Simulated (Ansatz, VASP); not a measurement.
BaS in VASP and in Ansatz

```
CELL_PARAMETERS angstrom
0.00000 3.21180 3.21180
3.21180 0.00000 3.21180
3.21180 3.21180 0.00000
ATOMIC_POSITIONS crystal
Ba 0.00000 0.00000 0.00000
S 0.50000 0.50000 0.50000
```

Alike in both runs: task single point; functional PBE; k mesh 8 × 8 × 8; occupations fermi-dirac, width 0.02 eV; no spin polarisation.

|  | VASP | Ansatz |
| --- | --- | --- |
| version | VASP 6.6.1 | Ansatz 0.2.0 |
| potentials or method | VASP PAW PBE potentials, release 64 (Ba_sv, S) | plane waves, PAW |
| plane-wave cutoff (eV) | 520 | 420 |
| valence electrons in the cell | 16 | 16 |

VASP gave:

```
gap on the k mesh at the Fermi level (eV) : 2.13
pressure (GPa)                            : 0.6
```

Q: Estimate Ansatz's values.

A: gap on the k mesh at the Fermi level (eV): 2.23; pressure (GPa): 0.1.

Neither program's run includes spin-orbit coupling.
